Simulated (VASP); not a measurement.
# KCl (I4/mmm) in VASP: further runs, part 2 of 2

VASP 6.6.1. The steps go on from the part before.

## 3. Single point, PBE (strain -0.0300 x Voigt [0, 0, 1, 0, 0, 0])

The input, INCAR:

```
SYSTEM = KCl
  ALGO = Normal
  EDIFF = 1E-6
  ENCUT = 520
  GGA = PE
  ISIF = 2
  ISMEAR = 0
  LASPH = .True.
  LCHARG = .True.
  LELF = .True.
  LREAL = .False.
  LVHAR = .True.
  LWAVE = .False.
  NBANDS = 15
  NELM = 60
  PREC = Accurate
  SIGMA = 0.05
```

The input, KPOINTS:

```
k-points
0
Gamma
  6 6 6
  0 0 0
```

The input, POSCAR:

```
KCl
1.0
    0.0000000000      3.1561000000      3.0614170000
    3.1561000000      0.0000000000      3.0614170000
    3.1561000000      3.1561000000      0.0000000000
K Cl
1 1
Direct
    0.0000000000      0.0000000000      0.0000000000
    0.5000000000      0.5000000000      0.5000000000
```

Potentials or basis: VASP PAW PBE potentials, release 64 (K_sv, Cl).

Run with:

```console
cat potpaw_PBE.64/K_sv/POTCAR potpaw_PBE.64/Cl/POTCAR > POTCAR
mpirun -np 1 vasp_std > vasp.out
```

OUTCAR:

```text
SYSTEM = KCl
   EDIFF = 1E-6
   ENCUT = 520
   GGA = PE
   ISIF = 2
   ISMEAR = 0
   LASPH = .True.
   LREAL = .False.
   NELM = 60
   PREC = Accurate

 ion  position               nearest neighbor table
   1  0.000  0.000  0.000-   2 3.06   2 3.06   2 3.16   2 3.16   2 3.16   2 3.16
   2  0.500  0.500  0.500-   1 3.06   1 3.06   1 3.16   1 3.16   1 3.16   1 3.16

  LATTYP: Found a body centered tetragonal cell.
 ALAT       =     4.4633994242
 C/A-ratio  =     1.3717871555

  Lattice vectors:

 A1 = (   0.0000000000,  -3.1561000000,  -3.0614170000)
 A2 = (   0.0000000000,   3.1561000000,  -3.0614170000)
 A3 = (   3.1561000000,   0.0000000000,   3.0614170000)

Analysis of symmetry for initial positions (statically):
=====================================================================
 Subroutine PRICEL returns:
 Original cell was already a primitive cell.

 Routine SETGRP: Setting up the symmetry group for a
 body centered tetragonal supercell.

 Subroutine GETGRP returns: Found 16 space group operations
 (whereof 16 operations were pure point group operations)
 out of a pool of 16 trial point group operations.

The static configuration has the point symmetry D_4h.

Analysis of symmetry for dynamics (positions and initial velocities):
=====================================================================
 Subroutine PRICEL returns:
 Original cell was already a primitive cell.

 Routine SETGRP: Setting up the symmetry group for a
 body centered tetragonal supercell.

 Subroutine GETGRP returns: Found 16 space group operations
 (whereof 16 operations were pure point group operations)
 out of a pool of 16 trial point group operations.

The dynamic configuration has the point symmetry D_4h.

 Subroutine INISYM returns: Found 16 space group operations
 (whereof 16 operations are pure point group operations),
 and found     1 'primitive' translations

[... 116 lines left out ...]
  Fermi-wavevector in a.u.,A,eV,Ry     =   1.048005  1.980443 14.943485  1.098315
  Thomas-Fermi vector in A             =   2.182909
   LORBIT       =      0    0 simple, 1 ext, 2 COOP (PROOUT), +10 PAW based schemes
   GGA     = PE    functional components
   LHFCALC =     F    Hartree Fock is set to
   AEXX    =    0.0000 exact exchange contribution
   IVDW    =     0    specifies the selected vdW correction
   LEPSILON=     F    determine dielectric tensor
   LRPA    =     F    only Hartree local field effects (RPA)
 non-spin polarized calculation
 Gauss-broadening in eV      SIGMA  =   0.05
  energy-cutoff  :      520.00
  volume of cell :       60.99
 maximum number of plane-waves:      1656
 NGX is ok and might be reduce to    36
   NGX = 17   NGY = 17   NGZ = 17

 number of electron      16.0000002 magnetization

 Free energy of the ion-electron system (eV)
  ---------------------------------------------------
  ext. energy  EPLUGINS =         0.00000000
  ---------------------------------------------------
  free energy    TOTEN  =        -6.79007461 eV

  energy without entropy =       -6.79007461  energy(sigma->0) =       -6.79007461

 E-fermi :  -1.4223     XC(G=0):  -7.6253

 val. band max:       -1.7386184945   @ k =   0.0000   0.0000   0.0000
 cond. band min:       3.5015809059   @ k =   0.0000   0.0000   0.0000
 fundamental gap:      5.2401994004
 Fermi energy:        -1.4223384235

 k-point     1 :       0.0000    0.0000    0.0000
  band No.  band energies     occupation
      1     -28.9002      2.00000
      2     -13.8992      2.00000
      3     -12.3629      2.00000
      4     -12.3617      2.00000
      5     -12.3617      2.00000
      6      -1.7637      2.00000
      7      -1.7637      2.00000
      8      -1.7386      2.00000
      9       3.5016      0.00000
     10       6.5733      0.00000
     11       6.5733      0.00000
     12       6.7692      0.00000
     13       7.4500      0.00000
     14       7.6068      0.00000
[... 401 lines left out ...]
      2     -13.8838      2.00000
      3     -12.4683      2.00000
      4     -12.4067      2.00000
      5     -12.3414      2.00000
      6      -2.4522      2.00000
      7      -2.1180      2.00000
      8      -2.0020      2.00000
      9       5.2286      0.00000
     10       6.7135      0.00000
     11       8.1920      0.00000
     12       8.7609      0.00000
     13       8.9332      0.00000
     14       9.6764      0.00000
     15      10.1479      0.00000

 [... further k-points ...]
[... 5 lines left out ...]
  --------------------------------------------------------------------------------------
  -------------------------------------------------------------------------------------
  Total        0.3147229      0.3147229      0.8425204      0.0000000      0.0000000      0.0000000
  in kB        8.2677047      8.2677047     22.1328332      0.0000000      0.0000000      0.0000000
  external PRESSURE =      12.8894142 kB  Pullay stress =       0.0000000 kB

 VOLUME and BASIS-vectors are now :
 -----------------------------------------------------------------------------
  energy-cutoff  :      520.00
  volume of cell :       60.99
      direct lattice vectors                 reciprocal lattice vectors
     0.000000000  3.156100000  3.061417000    -0.158423371  0.158423371  0.163323062
     3.156100000  0.000000000  3.061417000     0.158423371 -0.158423371  0.163323062
     3.156100000  3.156100000  0.000000000     0.158423371  0.158423371 -0.163323062

 POSITION                                       TOTAL-FORCE (eV/Angst)
 -----------------------------------------------------------------------------------
      0.00000      0.00000      0.00000        -0.000000      0.000000      0.000000
      3.15610      3.15610      3.06142         0.000000     -0.000000      0.000000
 -----------------------------------------------------------------------------------
    total drift:                                0.000000      0.000000      0.000000

  FREE ENERGIE OF THE ION-ELECTRON SYSTEM (eV)
  ---------------------------------------------------
  free  energy   TOTEN  =        -6.7900746124 eV

  energy  without entropy=       -6.7900746124  energy(sigma->0) =       -6.79007461
```

OSZICAR:

```text
N       E                     dE             d eps       ncg     rms          rms(c)
DAV:   1     0.103266928627E+03    0.10327E+03   -0.69945E+03   900   0.951E+02
DAV:   2    -0.706271550624E+00   -0.10397E+03   -0.96592E+02  1213   0.240E+02
DAV:   3    -0.683668636185E+01   -0.61304E+01   -0.61027E+01  1243   0.519E+01
DAV:   4    -0.707506290706E+01   -0.23838E+00   -0.23832E+00  1395   0.912E+00
DAV:   5    -0.707693209464E+01   -0.18692E-02   -0.18692E-02  1271   0.900E-01    0.346E+00
DAV:   6    -0.679116584212E+01    0.28577E+00   -0.41555E-01  1145   0.329E+00    0.283E+00
DAV:   7    -0.677678854107E+01    0.14377E-01   -0.10573E-01  1215   0.184E+00    0.161E+00
DAV:   8    -0.678879028282E+01   -0.12002E-01   -0.16351E-02  1126   0.953E-01    0.178E-01
DAV:   9    -0.678948591800E+01   -0.69564E-03   -0.87516E-04  1229   0.186E-01    0.965E-02
DAV:  10    -0.679006651044E+01   -0.58059E-03   -0.61974E-04   956   0.154E-01    0.213E-02
DAV:  11    -0.679007141312E+01   -0.49027E-05   -0.23155E-05  1280   0.274E-02    0.523E-03
DAV:  12    -0.679007438688E+01   -0.29738E-05   -0.40272E-06   976   0.142E-02    0.417E-03
DAV:  13    -0.679007461238E+01   -0.22551E-06   -0.36410E-07   968   0.349E-03
   1 F= -.67900746E+01 E0= -.67900746E+01  d E =-.549038E-21
```

stdout:

```text
POSCAR found type information on POSCAR K Cl
 POSCAR found :  2 types and       2 ions
 scaLAPACK will be used
 LDA part: xc-table for (Slater+PW92), standard interpolation
 POSCAR, INCAR and KPOINTS ok, starting setup
 FFT: planning ... GRIDC
 FFT: planning ... GRID_SOFT
 FFT: planning ... GRID
 WAVECAR not read
 entering main loop
```

Run time: 70 s. Hardware: 1 thread of AMD EPYC, shared host; peak memory 0.17 GiB.

Results:

```yaml
Free_energy: -6.7901 eV
Pressure: 1.3 GPa
Band_gap_on_the_k_mesh: 5.24 eV, direct
```

Stress tensor (GPa, compression positive):
```
0.83 0.00 0.00
0.00 0.83 0.00
0.00 0.00 2.21
```

Caveat: the cell differs from its parent crystal (strain -0.0300 x Voigt [0, 0, 1, 0, 0, 0]).
